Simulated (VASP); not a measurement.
A run of VASP 6.6.1 is set up as follows.

The input POSCAR:

```
SiC
1.0
    0.0000000000      2.1790000000      2.1790000000
    2.1790000000      0.0000000000      2.1790000000
    2.1790000000      2.1790000000      0.0000000000
Si C
1 1
Direct
    0.0000000000      0.0000000000      0.0000000000
    0.7500000000      0.7500000000      0.7500000000
```

INCAR.step1

```
SYSTEM = SiC
PREC = Accurate ; ENCUT = 660
ISMEAR = 0 ; SIGMA = 0.01
LREAL = .FALSE. ; LASPH = .TRUE.
NELM = 120 ; NBANDS = 11
GGA = PE ; ALGO = Normal
EDIFF = 1E-5 ; LWAVE = .TRUE.
LCHARG = .FALSE. ; GGA_COMPAT = .FALSE.
```

The input INCAR.step2:

```
SYSTEM = SiC
PREC = Accurate ; ENCUT = 660
EDIFF = 1E-6 ; ISMEAR = 0
SIGMA = 0.01 ; LREAL = .FALSE.
LASPH = .TRUE. ; NELM = 120
ALGO = Normal ; ISIF = 2
LWAVE = .FALSE. ; LCHARG = .FALSE.
METAGGA = R2SCAN ; LMIXTAU = .TRUE.
NBANDS = 11 ; ISTART = 1
GGA_COMPAT = .FALSE.
```

KPOINTS

```
regular mesh
0
G
  7 7 7
  0 0 0
```

Potentials or basis: VASP PAW PBE potentials, release 64 (Si, C).

Command:

```bash
$ cat potpaw_PBE.64/Si/POTCAR potpaw_PBE.64/C/POTCAR > POTCAR
$ cp INCAR.step1 INCAR
$ mpirun -np 1 vasp_std > vasp.out
$ cp INCAR.step2 INCAR
$ mpirun -np 1 vasp_std > vasp.out
```

Question: What does it give for the pressure?

Answer: -0.6 GPa.

Question: What does it give for the band gap on the k mesh?

Answer: 1.98 eV (least direct gap 5.20 eV).

Caveat: the PAW data sets were made with another functional, which shifts forces and pressure a little; an odd mesh through Γ misses points on the zone boundary, where band edges can lie.

**The experiment to reproduce.**

“Insight into the structural, elastic and electronic properties of a new orthorhombic 6O-SiC polytype”, 2020, pmc:7200658 quotes, for a bulk crystal of SiC: band gap 2.4 eV (indirect).

Against the measured gap of SiC, 2.4 eV (indirect; quoted in “Insight into the structural, elastic and electronic properties of a new orthorhombic 6O-SiC polytype”, 2020, pmc:7200658), the calculated 1.98 eV is off by -0.42 eV. The value is that of r2SCAN on a finite k mesh, which can miss the band edges, without temperature or zero-point motion.
